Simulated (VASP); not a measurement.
A run of VASP 6.6.1 is set up as follows.

INCAR

```
ALGO     = Normal         # electronic algorithm
EDIFF    = 1E-6           # SCF threshold, eV
EDIFFG   = -0.04          # ionic threshold
ENCUT    = 600            # plane-wave cutoff, eV
GGA      = PE             # functional
IBRION   = 2              # ionic algorithm
ISIF     = 3              # what is computed and relaxed
ISMEAR   = 0              # smearing method
LASPH    = T              # aspherical terms in the spheres
LCHARG   = F              # write CHGCAR
LREAL    = F              # projectors in reciprocal space
LWAVE    = F              # write WAVECAR
NELM     = 60             # most SCF steps
NSW      = 90             # ionic steps
PREC     = Accurate       # precision mode
SIGMA    = 0.1            # smearing width, eV
```

KPOINTS

```
k-points
0
Gamma
  6 6 6
```

POSCAR

```
Cd2S
1.0
   -2.2337837200      2.2337837200      3.7043044900
    2.2337837200     -2.2337837200      3.7043044900
    2.2337837200      2.2337837200     -3.7043044900
Cd S
2 1
Direct
    0.6837205600      0.6837205600      0.0000000000
    0.3162794400      0.3162794400      0.0000000000
    0.0000000000      0.0000000000      0.0000000000
```

Potentials or basis: VASP PAW PBE potentials, release 64 (Cd, S).

Run with:

```sh
$ cat potpaw_PBE.64/Cd/POTCAR potpaw_PBE.64/S/POTCAR > POTCAR
$ mpirun -np 1 vasp_std > vasp.out
```

Estimate the relaxed volume.

21.42 Å³/atom.

Estimate the space group after relaxing (to 0.1 Å).

I4/mmm (No. 139).

Step by step:
```csv
step,energy change (eV),largest force (eV/Å),pressure (GPa),volume (Å³)
1,0.0000,1.6706,6.23,73.93
2,-0.1988,0.0171,-3.12,84.53
3,-0.2529,0.3558,-0.81,80.59
4,-0.2529,0.3732,-0.72,80.45
5,-0.2667,0.1952,-0.30,79.32
6,-0.2704,0.0137,0.13,78.38
7,-0.2729,0.0517,-0.22,78.38
8,-0.2762,0.1897,-1.01,78.39
9,-0.2770,0.1955,-1.04,78.31
10,-0.2795,0.2090,-1.18,78.09
11,-0.2849,0.2293,-1.41,77.64
12,-0.2991,0.2530,-1.85,76.71
13,-0.3313,0.2453,-2.45,74.79
14,-0.3861,0.1645,-2.56,70.66
15,-0.4181,0.0597,2.78,61.48
16,-0.4062,0.1370,-1.14,66.77
17,-0.4258,0.1376,0.40,64.16
18,-0.4285,0.1076,1.47,62.83
19,-0.4272,0.0962,1.79,62.48
20,-0.4296,0.0162,2.09,62.11
21,-0.4296,0.0142,2.13,62.09
22,-0.4372,0.0099,1.48,62.70
23,-0.4469,0.0469,-0.03,64.29
24,-0.4474,0.0525,-0.35,64.68
25,-0.4475,0.0541,-0.43,64.78
26,-0.4490,0.0479,-0.46,64.83
27,-0.4554,0.0300,-0.60,64.97
28,-0.4736,0.0462,-0.89,65.22
29,-0.4956,0.1406,-1.26,65.58
30,-0.4980,0.1253,-1.02,65.34
31,-0.4993,0.1079,-0.81,65.10
32,-0.4988,0.0659,-0.38,64.61
33,-0.4997,0.0944,-0.70,64.93
34,-0.5010,0.0856,-0.52,64.76
35,-0.5030,0.0535,-0.04,64.25
36,-0.5031,0.0455,0.08,64.13
37,-0.5031,0.0463,0.05,64.15
38,-0.5032,0.0420,0.04,64.18
39,-0.5034,0.0284,0.00,64.26
```

Caveat: a cell axis changed by over 15 % at a fixed basis, so the end point is rough.
